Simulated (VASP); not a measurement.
# Pd: single point with PBE

Crystal: Pd.

```
CELL_PARAMETERS angstrom
0.00000 1.97371 1.97371
1.97371 0.00000 1.97371
1.97371 1.97371 0.00000
ATOMIC_POSITIONS crystal
Pd 0.00000 0.00000 0.00000
```

- Program: VASP 6.6.1
- Task: single point
- Functional: PBE
- Potentials or basis: VASP PAW PBE potentials, release 64 (Pd)
- Cutoff: 520 eV
- k mesh: 5 × 5 × 5
- Occupations: fermi-dirac, width 0.05 eV
- Spin: collinear spin, ferromagnetic start
- Starting moments: [0.288] μB
- Dipole correction: no
- Further INCAR settings: ALGO = Normal; EDIFF = 1e-06; NBANDS = 15

```yaml
Pressure: 1.4 GPa
Net_moment: 0.36 μB per cell
Site_moments: Pd +0.36 μB
Valence_electrons_inside_the_program's_atomic_spheres: Pd 9.36
```

Levels at points of the mesh, in eV from the Fermi level:
Spin up:
```
           k point  band 2  band 3  band 4  band 5  band 6  band 7  band 8  band 9
(0.00, 0.00, 0.00)   -2.83   -2.83   -2.83   -1.29   -1.29   17.12   21.66   21.66
```
Spin down:
```csv
k point,band 1,band 2,band 3,band 4,band 5,band 6,band 7,band 8,band 9,band 10
"(0.00, 0.00, 0.00)",-6.86,-2.54,-2.54,-2.54,-1.07,-1.07,17.12,21.65,21.65,21.65
```

Wall time 3.6 s on 1 thread of Intel(R) Xeon(R) 6975P-C (Granite Rapids), on a shared host, peak memory 0.14 GiB.

Caveat: the k points lie up to 0.55 Å⁻¹ apart.
